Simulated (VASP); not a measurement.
Runs of VASP 6.6.1 on Al3Cu. The structure is that of space group P4/mmm (No. 123), or close to it. The cells are those of the table. 

```tsv
cell	further INCAR settings	gap on the mesh (eV)	pressure (GPa)
a = 3.628, b = 3.628, c = 4.352 Å, 4 atoms	ALGO = Fast; EDIFF = 1e-07; NBANDS = 18	none	2.9
a = 4.168, b = 4.168, c = 3.474 Å, 4 atoms	ALGO = Fast; EDIFF = 1e-06; NBANDS = 18	none	-3.8
a = 4.084, b = 4.084, c = 3.617 Å, 4 atoms	ALGO = Fast; EDIFF = 1e-06; NBANDS = 18	none	-4.2
a = 4.014, b = 4.014, c = 3.555 Å, 4 atoms	ALGO = Fast; EDIFF = 1e-06; NBANDS = 18	none	0.6
a = 3.562, b = 3.562, c = 4.273 Å, 4 atoms	ALGO = Fast; EDIFF = 1e-06; NBANDS = 18	none	(a)
a = 3.798, b = 3.798, c = 4.288 Å, 4 atoms	ALGO = Fast; EDIFF = 1e-06; NBANDS = 18	none	-5.7
a = 3.978, b = 3.978, c = 3.523 Å, 4 atoms	ALGO = Fast; EDIFF = 1e-07; NBANDS = 18	none	3.7
a = 3.595, b = 3.595, c = 4.313 Å, 4 atoms	ALGO = Fast; EDIFF = 1e-06; NBANDS = 18	none	(b)
```

Alike in all rows: task single point; level LDA; potentials or basis VASP PAW LDA potentials, release 64 (Al, Cu); no spin polarisation; k mesh 12 × 12 × 12; cutoff (eV) 520; smearing gaussian 0.15 eV.

Question: Fill in the values left out.

Answer: (a) 9.5; (b) 5.8.

A gap of «none» marks levels without a gap at the run's occupations.
